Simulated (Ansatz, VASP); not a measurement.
Two plane-wave programs on Cd7S6

```
CELL_PARAMETERS angstrom
0.00000 0.00000 6.83073
-6.29598 -3.63498 0.00000
6.29598 -3.63498 0.00000
ATOMIC_POSITIONS crystal
Cd 0.50287 0.31578 0.31535
Cd 0.50294 0.99915 0.68208
Cd 0.50292 0.68252 0.99872
Cd 0.99457 0.34771 0.99871
Cd 0.99456 0.99915 0.34725
Cd 0.99455 0.65057 0.65012
Cd 0.20441 0.99913 0.99869
S 0.87303 0.32804 0.32760
S 0.87309 0.99915 0.66979
S 0.87307 0.67024 0.99870
S 0.37989 0.35877 0.99871
S 0.37989 0.99914 0.35835
S 0.37988 0.63953 0.63910
```

Alike in both runs: functional PBE; k mesh 2 × 2 × 2; occupations gaussian, width 0.02 eV; no spin polarisation.

Ansatz relaxed the structure, and its values are those at the end. VASP's run is a single point on that final structure, the one shown.

|  | VASP | Ansatz |
| --- | --- | --- |
| version | VASP 6.6.1 | Ansatz 0.2.0 |
| potentials or method | VASP PAW PBE potentials, release 64 (Cd, S), cutoff 520 eV | scalar-relativistic, plane waves, PAW |
| valence electrons in the cell | 120 | 176 |

|  | VASP | Ansatz | Ansatz less VASP |
| --- | --- | --- | --- |
| gap on the k mesh at the Fermi level (eV) | 0.48 | 0.48 | +0.002 |
| least direct gap on the mesh (eV) | 0.78 | 0.78 | +0.001 |
| rms of the force components (eV/Å) | 0.005 | 0.002 | -0.0024 |

With one functional, cell and mesh, what is left measures potentials, basis and numerics. VASP's potentials hold 120 valence electrons a cell and Ansatz's 176, so a difference there can come from the potentials and not from the codes.

The k mesh is coarse, so the values compare programs but aren't converged.
